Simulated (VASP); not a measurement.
Here is a VASP 6.6.1 calculation.

File INCAR:

```
SYSTEM = Na3H2
PREC = Accurate
ENCUT = 600
EDIFF = 1E-6
ISMEAR = 0
SIGMA = 0.1
LREAL = .FALSE.
LASPH = .TRUE.
NELM = 60
ALGO = Normal
ISIF = 3
LWAVE = .FALSE.
LCHARG = .FALSE.
GGA = PE
IBRION = 2
NSW = 100
EDIFFG = -0.01
```

KPOINTS

```
regular mesh
0
G
  8 8 6
  0 0 0
```

File POSCAR:

```
Na3H2
1.0
    4.4139805200      0.0000000000      0.0000000000
    0.0000000000      4.4139805200      0.0000000000
    0.0000000000      0.0000000000      6.2423111100
Na H
3 2
Direct
    0.0000000000      0.0000000000      0.0000000000
    0.5000000000      0.5000000000      0.5000000000
    0.0000000000      0.0000000000      0.5000000000
    0.5000000000      0.0000000000      0.7500000000
    0.0000000000      0.5000000000      0.2500000000
```

Potentials or basis: VASP PAW PBE potentials, release 64 (Na_pv, H).

The run is started by

```bash
$ cat potpaw_PBE.64/Na_pv/POTCAR potpaw_PBE.64/H/POTCAR > POTCAR
$ mpirun -np 1 vasp_std > vasp.out
```

(1) What does it give for the band gap on the k mesh?

(2) What does it give for the relaxed cell?

(3) Estimate the relaxed volume.

Results:

(1) zero (an odd number of electrons rules out a gap without spin polarisation).

(2) a = 4.445 Å, b = 4.445 Å, c = 7.346 Å, α = 90.00°, β = 90.00°, γ = 90.00°.

(3) 29.03 Å³/atom.

Caveat: the cell differs from its parent crystal (atoms taken out); the volume moved by over 15 % at a fixed basis, so the end points are rough.
